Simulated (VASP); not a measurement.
# ZrN (Fm-3m) in VASP: further runs

ZrN is run at these levels: r2SCAN, PBE; tasks: electric field gradients.

All numbers are computed with VASP 6.6.1; they aren't measurements. Logs are shortened: lines on timing, memory, paths and dates and some standing lists are left out, and cuts for length are marked.

## 1. The cell of the first run

Symmetry: Fm-3m, No. 225, cubic system. Conventional cell: a = 4.629 Å, b = 4.629 Å, c = 4.629 Å, α = 90.00°, β = 90.00°, γ = 90.00°. Zr (site symmetry m-3m) has 6 N at 2.31 Å within 3.1 Å. N (site symmetry m-3m) has 6 Zr at 2.31 Å within 3.1 Å.

## 2. Electric field gradients, r2SCAN (12.40 Å³/atom)

Contents of POSCAR:

```
ZrN
1.0
    0.0000000000      2.3142891050      2.3142891050
    2.3142891050      0.0000000000      2.3142891050
    2.3142891050      2.3142891050      0.0000000000
Zr N
1 1
Direct
    0.0000000000      0.0000000000      0.0000000000
    0.5000000000      0.5000000000      0.5000000000
```

Contents of INCAR.step1:

```
PREC     = Accurate       # precision mode
ENCUT    = 580            # plane-wave cutoff, eV
ISMEAR   = -1             # smearing method
SIGMA    = 0.01           # smearing width, eV
LREAL    = F              # projectors in reciprocal space
LASPH    = T              # aspherical terms in the spheres
NELM     = 120            # most SCF steps
NBANDS   = 16             # bands
GGA      = PE             # functional
ALGO     = Normal         # electronic algorithm
EDIFF    = 1E-5           # SCF threshold, eV
LWAVE    = T              # write WAVECAR
LCHARG   = F              # write CHGCAR
GGA_COMPAT= F
```

Contents of INCAR.step2:

```
PREC     = Accurate       # precision mode
ENCUT    = 580            # plane-wave cutoff, eV
EDIFF    = 1E-8           # SCF threshold, eV
ISMEAR   = -1             # smearing method
SIGMA    = 0.01           # smearing width, eV
LREAL    = F              # projectors in reciprocal space
LASPH    = T              # aspherical terms in the spheres
NELM     = 120            # most SCF steps
ALGO     = Normal         # electronic algorithm
ISIF     = 2              # what is computed and relaxed
LWAVE    = F              # write WAVECAR
LCHARG   = F              # write CHGCAR
METAGGA  = R2SCAN         # meta-GGA
LMIXTAU  = T            
LEFG     = T            
NBANDS   = 16             # bands
ISTART   = 1            
GGA_COMPAT= F
```

Contents of KPOINTS:

```
Automatic mesh
0
Gamma
  9 9 9
```

Potentials or basis: VASP PAW PBE potentials, release 64 (Zr_sv, N).

Started as:

```sh
> cat potpaw_PBE.64/Zr_sv/POTCAR potpaw_PBE.64/N/POTCAR > POTCAR
> cp INCAR.step1 INCAR
> mpirun -np 1 vasp_std > vasp.out
> cp INCAR.step2 INCAR
> mpirun -np 1 vasp_std > vasp.out
```

OUTCAR:

```text
PREC = Accurate
   ENCUT = 580
   EDIFF = 1E-8
   ISMEAR = -1
   LREAL = F
   LASPH = T
   NELM = 120
   ISIF = 2
   METAGGA = R2SCAN
   ISTART = 1

 ion  position               nearest neighbor table
   1  0.000  0.000  0.000-   2 2.31   2 2.31   2 2.31   2 2.31   2 2.31   2 2.31
   2  0.500  0.500  0.500-   1 2.31   1 2.31   1 2.31   1 2.31   1 2.31   1 2.31

  LATTYP: Found a face centered cubic cell.
 ALAT       =     4.6285782100

  Lattice vectors:

 A1 = (   0.0000000000,   2.3142891050,   2.3142891050)
 A2 = (   2.3142891050,   0.0000000000,   2.3142891050)
 A3 = (   2.3142891050,   2.3142891050,   0.0000000000)

Analysis of symmetry for initial positions (statically):
=====================================================================
 Subroutine PRICEL returns:
 Original cell was already a primitive cell.

 Routine SETGRP: Setting up the symmetry group for a
 face centered cubic supercell.

 Subroutine GETGRP returns: Found 48 space group operations
 (whereof 48 operations were pure point group operations)
 out of a pool of 48 trial point group operations.

The static configuration has the point symmetry O_h .

Analysis of symmetry for dynamics (positions and initial velocities):
=====================================================================
 Subroutine PRICEL returns:
 Original cell was already a primitive cell.

 Routine SETGRP: Setting up the symmetry group for a
 face centered cubic supercell.

 Subroutine GETGRP returns: Found 48 space group operations
 (whereof 48 operations were pure point group operations)
 out of a pool of 48 trial point group operations.

The dynamic configuration has the point symmetry O_h .

 Subroutine INISYM returns: Found 48 space group operations
 (whereof 48 operations are pure point group operations),
 and found     1 'primitive' translations

----------------------------------------------------------------------------------------

                                     Primitive cell

  volume of cell :      24.7904

  direct lattice vectors                    reciprocal lattice vectors
     0.000000000  2.314289105  2.314289105    -0.216049066  0.216049066  0.216049066
     2.314289105  0.000000000  2.314289105     0.216049066 -0.216049066  0.216049066
     2.314289105  2.314289105  0.000000000     0.216049066  0.216049066 -0.216049066

  length of vectors
     3.272899040  3.272899040  3.272899040     0.374207960  0.374207960  0.374207960

  position of ions in fractional coordinates (direct lattice)
     0.000000000  0.000000000  0.000000000
     0.500000000  0.500000000  0.500000000

  ion indices of the primitive-cell ions
   primitive index   ion index
                 1           1
                 2           2

----------------------------------------------------------------------------------------

 KPOINTS: Automatic mesh

Automatic generation of k-mesh.
 Grid dimensions read from file:
 generate k-points for:    9    9    9

 Generating k-lattice:

  Cartesian coordinates                     Fractional coordinates (reciprocal lattice)
    -0.024005452  0.024005452  0.024005452     0.111111111  0.000000000  0.000000000
     0.024005452 -0.024005452  0.024005452     0.000000000  0.111111111  0.000000000
     0.024005452  0.024005452 -0.024005452     0.000000000  0.000000000  0.111111111

  Length of vectors
     0.041578662  0.041578662  0.041578662

  Shift w.r.t. Gamma in fractional coordinates (k-lattice)
     0.000000000  0.000000000  0.000000000

 Subroutine IBZKPT returns following result:
 ===========================================

 Found     35 irreducible k-points:

 Following reciprocal coordinates:
            Coordinates               Weight
  0.000000  0.000000  0.000000      1.000000
  0.111111  0.000000  0.000000      8.000000
  0.222222  0.000000  0.000000      8.000000
  0.333333  0.000000  0.000000      8.000000
  0.444444  0.000000  0.000000      8.000000
  0.111111  0.111111  0.000000      6.000000
[... 16 lines left out ...]
 -0.333333  0.333333  0.000000     12.000000
  0.444444  0.444444  0.000000      6.000000
 [... further k-points ...]
   k-points           NKPTS =     35   k-points in BZ     NKDIM =     35   number of bands    NBANDS=     16
   number of dos      NEDOS =    301   number of ions     NIONS =      2
   total plane-waves  NPLWV =  21952
   dimension x,y,z NGX =    28 NGY =   28 NGZ =   28
   dimension x,y,z NGXF=    56 NGYF=   56 NGZF=   56
   ions per type =               1   1
   NGX,Y,Z   is equivalent  to a cutoff of  14.22, 14.22, 14.22 a.u.
   NGXF,Y,Z  is equivalent  to a cutoff of  28.45, 28.45, 28.45 a.u.
 SYSTEM =  unknown system
   PREC   = accura    normal or accurate (medium, high low for compatibility)
   ISTART =      1    job   : 0-new  1-cont  2-samecut
   ICHARG =      0    charge: 1-file 2-atom 10-const
   ISPIN  =      1    spin polarized calculation?
   LNONCOLLINEAR =      F non collinear calculations
   LSORBIT =      F    spin-orbit coupling
   LASPH  =      T    aspherical Exc in radial PAW
   ENCUT  =  580.0 eV  42.63 Ry    6.53 a.u.   6.43  6.43  6.43*2*pi/ulx,y,z
   NELM   =    120;   NELMIN=  2; NELMDL=  0     # of ELM steps
   EDIFF  = 0.1E-07   stopping-criterion for ELM
   LREAL  =      F    real-space projection
   EDIFFG = 0.1E-06   stopping-criterion for IOM
   NSW    =      0    number of steps for IOM
   IBRION =     -1    ionic relax: 0-MD 1-quasi-New 2-CG
   NFREE  =      0    steps in history (QN), initial steepest desc. (CG)
   ISIF   =      2    stress and relaxation
   ISYM   =      2    0-nonsym 1-usesym 2-fastsym
   POTIM  = 0.5000    time-step for ionic-motion
   TEBEG  =    0.0;   TEEND  =   0.0 temperature during run
   PSTRESS=    0.0 pullay stress
   NELECT =      17.0000    total number of electrons
   NUPDOWN=      -1.0000    fix difference up-down
   EMIN   =  10.00;   EMAX   =-10.00  energy-range for DOS
   EFERMI =   0.00;   METHOD = LEGACY
   ISMEAR =    -1;   SIGMA  =   0.01  broadening in eV -4-tet -1-fermi 0-gaus
   EFERMI_NEDOS =   21; number of points for ismear=-14 and -15
   IALGO  =     38    algorithm
   IMIX   =      4    mixing-type and parameters
     AMIX     =   0.40;   BMIX     =  1.00
     AMIX_MAG =   1.60;   BMIX_MAG =  1.00
  volume/ion in A,a.u.               =      12.40        83.65
  Fermi-wavevector in a.u.,A,eV,Ry     =   1.443655  2.728113 28.356457  2.084141
  Thomas-Fermi vector in A             =   2.562039
   LORBIT       =      0    0 simple, 1 ext, 2 COOP (PROOUT), +10 PAW based schemes
   METAGGA = R2SCAN    functional components
   LHFCALC =     F    Hartree Fock is set to
   AEXX    =    0.0000 exact exchange contribution
   IVDW    =     0    specifies the selected vdW correction
   LEPSILON=     F    determine dielectric tensor
   LRPA    =     F    only Hartree local field effects (RPA)
 non-spin polarized calculation
  energy-cutoff  :      580.00
  volume of cell :       24.79
 maximum number of plane-waves:       801
 NGX is ok and might be reduce to    28
   NGX = 13   NGY = 13   NGZ = 13

 number of electron      17.0000000 magnetization

 Free energy of the ion-electron system (eV)
  ---------------------------------------------------
  ext. energy  EPLUGINS =         0.00000000
  ---------------------------------------------------
  free energy    TOTEN  =       -35.82703080 eV

  energy without entropy =      -35.82590628  energy(sigma->0) =      -35.82646854

 E-fermi :  11.7907     XC(G=0): -13.1387

 val. band max:       11.7805882856   @ k =   0.1111   0.0000   0.0000
 cond. band min:      11.7960688943   @ k =   0.4444   0.2222   0.1111
 fundamental gap:      0.0154806087
 Fermi energy:        11.7907499698

 k-point     1 :       0.0000    0.0000    0.0000
  band No.  band energies     occupation
      1     -39.7382      2.00000
      2     -16.6840      2.00000
      3     -16.6840      2.00000
      4     -16.6840      2.00000
      5      -5.4961      2.00000
      6       8.8293      2.00000
[... 8 lines left out ...]
     15      21.4353      0.00000
     16      34.3307      0.00000

 k-point     2 :       0.1111    0.0000    0.0000
  band No.  band energies     occupation
      1     -39.7233      2.00000
      2     -16.8235      2.00000
      3     -16.6940      2.00000
      4     -16.6940      2.00000
      5      -5.2634      2.00000
      6       7.9194      2.00000
[... 8 lines left out ...]
     15      22.2205      0.00000
     16      32.2230      0.00000
[... 387 lines left out ...]
      5      -4.1863      2.00000
      6       5.3719      2.00000
[... 8 lines left out ...]
     15      23.1429      0.00000
     16      23.6617      0.00000

 k-point    24 :       0.4444    0.4444    0.0000
  band No.  band energies     occupation
      1     -39.5735      2.00000
      2     -17.5110      2.00000
      3     -17.0011      2.00000
      4     -17.0011      2.00000
      5      -4.9279      2.00000
      6       6.6411      2.00000
[... 8 lines left out ...]
     15      22.5989      0.00000
     16      28.0680      0.00000

 [... further k-points ...]
[... 5 lines left out ...]
  --------------------------------------------------------------------------------------
  -------------------------------------------------------------------------------------
  Total       -1.0145393     -1.0145393     -1.0145393     -0.0000000     -0.0000000      0.0000000
  in kB      -65.5687055    -65.5687055    -65.5687055     -0.0000000     -0.0000000      0.0000000
  external PRESSURE =     -65.5687055 kB  Pullay stress =       0.0000000 kB

 VOLUME and BASIS-vectors are now :
 -----------------------------------------------------------------------------
  energy-cutoff  :      580.00
  volume of cell :       24.79
      direct lattice vectors                 reciprocal lattice vectors
     0.000000000  2.314289105  2.314289105    -0.216049066  0.216049066  0.216049066
     2.314289105  0.000000000  2.314289105     0.216049066 -0.216049066  0.216049066
     2.314289105  2.314289105  0.000000000     0.216049066  0.216049066 -0.216049066

 POSITION                                       TOTAL-FORCE (eV/Angst)
 -----------------------------------------------------------------------------------
      0.00000      0.00000      0.00000         0.000000     -0.000000      0.000000
      2.31429      2.31429      2.31429        -0.000000      0.000000     -0.000000
 -----------------------------------------------------------------------------------
    total drift:                                0.000000      0.000000      0.000000

  FREE ENERGIE OF THE ION-ELECTRON SYSTEM (eV)
  ---------------------------------------------------
  free  energy   TOTEN  =       -35.8270308006 eV

  energy  without entropy=      -35.8259062788  energy(sigma->0) =      -35.82646854

 Electric field gradients (V/A^2)
---------------------------------------------------------------------
 ion       V_xx      V_yy      V_zz      V_xy      V_xz      V_yz
---------------------------------------------------------------------
   1       0.000    -0.000    -0.000     0.000     0.000     0.000
   2      -0.000     0.000     0.000     0.000     0.000     0.000
---------------------------------------------------------------------

 Electric field gradients after diagonalization (V/A^2)
 (convention: |V_zz| > |V_xx| > |V_yy|)
----------------------------------------------------------------------
 ion       V_xx      V_yy      V_zz     asymmetry (V_yy - V_xx)/ V_zz
----------------------------------------------------------------------
   1      -0.000    -0.000     0.000       0.000
   2      -0.000    -0.000     0.000       0.000
----------------------------------------------------------------------

           NMR quadrupolar parameters

 Cq : quadrupolar parameter    Cq=e*Q*V_zz/h
 eta: asymmetry parameters     (V_yy - V_xx)/ V_zz
 Q  : nuclear electric quadrupole moment in mb (millibarn)
----------------------------------------------------------------------
 ion       Cq(MHz)       eta       Q (mb)
----------------------------------------------------------------------
   1       0.000       0.000       1.000
   2       0.000       0.000       1.000
----------------------------------------------------------------------
```

It took 2.9 min on 1 thread of AMD EPYC 7R13, shared host; peak memory 0.14 GiB.

What came out:

```
Free energy                             : -35.8270 eV
Pressure                                : -6.6 GPa
Band gap on the k mesh                  : zero (an odd number of electrons rules out a gap without spin polarisation)
Largest electric field gradient by atom : zero within the noise of the run
```

Caveat: the cell stands under tension; the PAW data sets were made with another functional, which shifts forces and pressure a little.

## 3. Electric field gradients, PBE, non-collinear spin, zero start, spin-orbit coupling

This run uses another cell than the first one, of 11.92 Å³/atom.

Contents of INCAR:

```
SYSTEM = ZrN
  PREC = Accurate
  ENCUT = 520
  EDIFF = 1E-8
  ISMEAR = -1
  SIGMA = 0.01
  LREAL = .FALSE.
  LASPH = .TRUE.
  NELM = 200
  ALGO = Normal
  ISIF = 2
  LWAVE = .FALSE.
  LCHARG = .FALSE.
  MAGMOM = 0 0 0 0 0 0
  LORBIT = 11
  LSORBIT = .TRUE.
  GGA_COMPAT = .FALSE.
  LORBMOM = .TRUE.
  LMAXMIX = 4
  GGA = PE
  LEFG = .TRUE.
  NBANDS = 29
```

Contents of KPOINTS:

```
Automatic mesh
0
G
  9 9 9
  0 0 0
```

Contents of POSCAR:

```
ZrN
1.0
    0.0000000000      2.2842300000      2.2842300000
    2.2842300000      0.0000000000      2.2842300000
    2.2842300000      2.2842300000      0.0000000000
Zr N
1 1
Direct
    0.0000000000      0.0000000000      0.0000000000
    0.5000000000      0.5000000000      0.5000000000
```

Potentials or basis: VASP PAW PBE potentials, release 64 (Zr_sv, N).

Started as:

```sh
> cat potpaw_PBE.64/Zr_sv/POTCAR potpaw_PBE.64/N/POTCAR > POTCAR
> mpirun -np 1 vasp_ncl > vasp.out
```

OUTCAR:

```text
SYSTEM = ZrN
   PREC = Accurate
   ENCUT = 520
   EDIFF = 1E-8
   ISMEAR = -1
   LREAL = .FALSE.
   LASPH = .TRUE.
   NELM = 200
   ISIF = 2
   LORBIT = 11
   LSORBIT = .TRUE.
   GGA = PE

 ion  position               nearest neighbor table
   1  0.000  0.000  0.000-   2 2.28   2 2.28   2 2.28   2 2.28   2 2.28   2 2.28
   2  0.500  0.500  0.500-   1 2.28   1 2.28   1 2.28   1 2.28   1 2.28   1 2.28

  LATTYP: Found a face centered cubic cell.
 ALAT       =     4.5684600000

  Lattice vectors:

 A1 = (   0.0000000000,   2.2842300000,   2.2842300000)
 A2 = (   2.2842300000,   0.0000000000,   2.2842300000)
 A3 = (   2.2842300000,   2.2842300000,   0.0000000000)

Analysis of symmetry for initial positions (statically):
[... 1089 lines left out ...]
     0.0000000     0.0000000     0.0000000     0.0000000     0.0000000     0.0000000     0.0000000
     0.0000000     0.0000000     0.0000000     0.0000000     0.0000000     0.0000000     0.0000000
     0.0000000     0.0000000     0.0000000     0.0000000     0.0000000     0.0000000     0.0000000
     0.0000000     0.0000000     0.0000000     0.0000000     0.0000000     0.0000000     0.0000000
     0.0000000     0.0000000     0.0000000     0.0000000     0.0000000     0.0000000     0.0000000
     0.0000000     0.0000000     0.0000000     0.0000000     0.0000000     0.0000000     0.0000000

 total charge

# of ion       s       p       d       tot
------------------------------------------
    1        2.163   6.035   1.685   9.882
    2        1.243   2.482   0.000   3.725
--------------------------------------------------
tot          3.406   8.516   1.685  13.607

 magnetization (x)

# of ion       s       p       d       tot
------------------------------------------
    1        0.000   0.000   0.000   0.000
    2       -0.000  -0.000   0.000  -0.000
--------------------------------------------------
tot          0.000  -0.000   0.000   0.000

 magnetization (y)

# of ion       s       p       d       tot
------------------------------------------
    1        0.000   0.000   0.000   0.000
    2       -0.000  -0.000   0.000  -0.000
--------------------------------------------------
tot          0.000  -0.000   0.000  -0.000

 magnetization (z)

# of ion       s       p       d       tot
------------------------------------------
    1       -0.000   0.000   0.000  -0.000
    2       -0.000   0.000   0.000   0.000
--------------------------------------------------
tot         -0.000   0.000   0.000  -0.000
```

OSZICAR:

```text
N       E                     dE             d eps       ncg     rms          rms(c)
DAV:   1     0.142944039043E+03    0.14294E+03   -0.93434E+03  2030   0.121E+03
DAV:   2    -0.142089520226E+02   -0.15715E+03   -0.14950E+03  2390   0.358E+02
DAV:   3    -0.235773956197E+02   -0.93684E+01   -0.92335E+01  3130   0.768E+01
DAV:   4    -0.239002605268E+02   -0.32286E+00   -0.32172E+00  2714   0.110E+01
DAV:   5    -0.239048199823E+02   -0.45595E-02   -0.45588E-02  2714   0.122E+00    0.227E+01
DAV:   6    -0.205569203177E+02    0.33479E+01   -0.82479E+00  2241   0.282E+01    0.833E+00
DAV:   7    -0.204628293748E+02    0.94091E-01   -0.74332E-01  2469   0.776E+00    0.718E+00
DAV:   8    -0.204549596332E+02    0.78697E-02   -0.30174E-01  2285   0.504E+00    0.441E+00
DAV:   9    -0.204351994834E+02    0.19760E-01   -0.70860E-02  2230   0.244E+00    0.890E-01
DAV:  10    -0.204354750615E+02   -0.27558E-03   -0.18329E-03  2639   0.471E-01    0.391E-01
DAV:  11    -0.204353681804E+02    0.10688E-03   -0.49352E-04  2359   0.204E-01    0.547E-02
DAV:  12    -0.204353657146E+02    0.24658E-05   -0.10547E-05  2776   0.252E-02    0.419E-02
DAV:  13    -0.204353623159E+02    0.33987E-05   -0.36243E-06  2290   0.167E-02    0.592E-03
DAV:  14    -0.204353621978E+02    0.11810E-06   -0.14566E-07  2447   0.400E-03    0.997E-04
DAV:  15    -0.204353621446E+02    0.53284E-07   -0.65132E-09  1978   0.738E-04    0.312E-04
DAV:  16    -0.204353621131E+02    0.31504E-07   -0.14819E-09  1355   0.320E-04    0.497E-05
DAV:  17    -0.204353621199E+02   -0.68387E-08   -0.40543E-10  1315   0.180E-04
   1 F= -.20435362E+02 E0= -.20434843E+02  d E =-.103887E-02  mag=     0.0000     0.0000    -0.0000
```

It took 1.8 min on 1 thread of AMD EPYC 7R13, shared host; peak memory 0.19 GiB.

What came out:

- Free energy: -20.4354 eV
- Pressure: 4.7 GPa
- Net moment: 0.00 μB per cell
- Largest electric field gradient by atom: zero within the noise of the run
- Valence electrons inside the program's atomic spheres: Zr 9.88; N 3.73

Moments on the atoms (μB; x, y, z):
```
Zr  0.00 0.00 0.00
N   0.00 0.00 0.00
```

Caveat: the cell stands under pressure.
